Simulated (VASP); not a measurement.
Here is a VASP 6.6.1 calculation.

INCAR

```
PREC = Accurate
ENCUT = 600
EDIFF = 1E-6
ISMEAR = -1
SIGMA = 0.08
LREAL = False
LASPH = True
NELM = 100
ALGO = Normal
ISIF = 3
LWAVE = False
LCHARG = False
GGA = PE
IBRION = 2
NSW = 32
EDIFFG = -0.005
PSTRESS = 540.0
```

KPOINTS

```
Automatic mesh
0
Gamma
  8 8 12
```

Contents of POSCAR:

```
Ta
1.0
    4.5328864471      0.0000000000      0.0000000000
   -2.2664432236      3.9255948156      0.0000000000
    0.0000000000      0.0000000000      2.5701244003
Ta
3
Direct
    0.0000000000      0.0000000000      0.0000000000
    0.3333333333      0.6666666667      0.5000000000
    0.6666666667      0.3333333333      0.5000000000
```

Potentials or basis: VASP PAW PBE potentials, release 64 (Ta_pv).

Launch:

```bash
$ cat potpaw_PBE.64/Ta_pv/POTCAR > POTCAR
$ mpirun -np 1 vasp_std > vasp.out
```

**Question.** Predict the band gap on the k mesh.

**Answer.** Zero (an odd number of electrons rules out a gap without spin polarisation).

**Question.** Predict the relaxed volume.

**Answer.** 15.27 Å³/atom.

**Question.** What does it give for the relaxed cell?

**Answer.** a = 4.535 Å, b = 4.535 Å, c = 2.572 Å, α = 90.00°, β = 90.00°, γ = 120.00°.

Final structure:
```
CELL_PARAMETERS angstrom
4.53535 0.00000 0.00000
-2.26767 3.92773 0.00000
0.00000 0.00000 2.57203
ATOMIC_POSITIONS crystal
Ta 0.00000 0.00000 0.00000
Ta 0.33333 0.66667 0.50000
Ta 0.66667 0.33333 0.50000
```

Caveat: the cell is relaxed towards a set pressure, so the run minimises the enthalpy, not the energy; spin-orbit coupling is left out, which moves the levels of the heavy elements.
